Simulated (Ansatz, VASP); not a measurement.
# CoSi in VASP and in Ansatz

```xyz
8
Lattice="4.4333 0.0000 0.0000 0.0000 4.4333 0.0000 0.0000 0.0000 4.4333" Properties=species:S:1:pos:R:3 pbc="T T T"
Co    0.6415    0.6415    0.6415
Co    1.5752    3.7919    2.8581
Co    2.8581    1.5752    3.7919
Co    3.7919    2.8581    1.5752
Si    3.7380    3.7380    3.7380
Si    2.9120    0.6953    1.5213
Si    1.5213    2.9120    0.6953
Si    0.6953    1.5213    2.9120
```

Alike in both runs: task electric field gradients; functional PBE; k mesh 8 × 8 × 8; occupations fermi-dirac, width 0.15 eV; no spin polarisation.

|  | VASP | Ansatz |
| --- | --- | --- |
| version | VASP 6.6.1 | Ansatz 0.2.0 |
| potentials or method | VASP PAW PBE potentials, release 64 (Co, Si), cutoff 520 eV | scalar-relativistic, plane waves, PAW |
| valence electrons in the cell | 52 | 84 |

Ansatz gave:

* gap on the k mesh at the Fermi level (eV): none
* pressure (GPa): 0.0
* size of Vzz on the site where it differs most (V/Å²): 8.9

Problem. Estimate VASP's values.

Solution. gap on the k mesh at the Fermi level (eV): none; pressure (GPa): -0.1; size of Vzz on the site where it differs most (V/Å²): 0.8.

A gap of «none» marks a metal or a gap that the smearing closes. With one functional, cell and mesh, what is left measures potentials, basis and numerics. VASP's potentials hold 52 valence electrons a cell and Ansatz's 84, so a difference there can come from the potentials and not from the codes.
